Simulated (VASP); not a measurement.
Runs of VASP 6.6.1 on Na. The structure is that of space group Im-3m (No. 229), or close to it. The cells are those of the table. 

| task | level | spin | cell | k mesh | cutoff (eV) | smearing | k mesh for the DOS | occupations for the DOS | gap on the mesh (eV) | pressure (GPa) |
| --- | --- | --- | --- | --- | --- | --- | --- | --- | --- | --- |
| single point | PBEsol | off | a = 3.644 Å, angles 109.5°, 1 atom | 8 × 8 × 8 | 500 | tetrahedron | - | - | none | -0.2 |
| single point | RPBE | off | a = 3.644 Å, angles 109.5°, 1 atom | 8 × 8 × 8 | 500 | gaussian 0.1 eV | - | - | none | 0.4 |
| single point | PBE | collinear, zero start | a = 3.586 Å, angles 109.5°, 1 atom | 2 × 2 × 3, shifted | 500 | gaussian 0.1 eV | - | - | none | 0.6 |
| single point | RPBE | off | a = 3.257 Å, angles 109.5°, 1 atom | 2 × 2 × 2 | 500 | gaussian 0.1 eV | - | - | none | (b) |
| single point | PBE | off | a = 3.295 Å, angles 109.5°, 1 atom | 8 × 8 × 8 | 520 | gaussian 0.1 eV | - | - | none | (a) |
| single point | PBE | off | a = 3.644 Å, angles 109.5°, 1 atom | 8 × 8 × 8 | 500 | tetrahedron | - | - | none | 0.1 |
| single point | PBE | off | a = 3.644 Å, angles 109.5°, 1 atom | 3 × 3 × 3 | 500 | gaussian 0.1 eV | - | - | none | -0.5 |

Alike in all rows: potentials or basis VASP PAW PBE potentials, release 64 (Na_pv).

Question: Estimate the missing entries.

Answer: (a) 3.9; (b) 9.4.

Caveats: some runs use coarse meshes; the PAW data sets were made with another functional, which shifts forces and pressure a little (some runs); tetrahedron occupations give inexact forces and stress in metals (some runs).

A gap of «none» marks levels without a gap at the run's occupations.
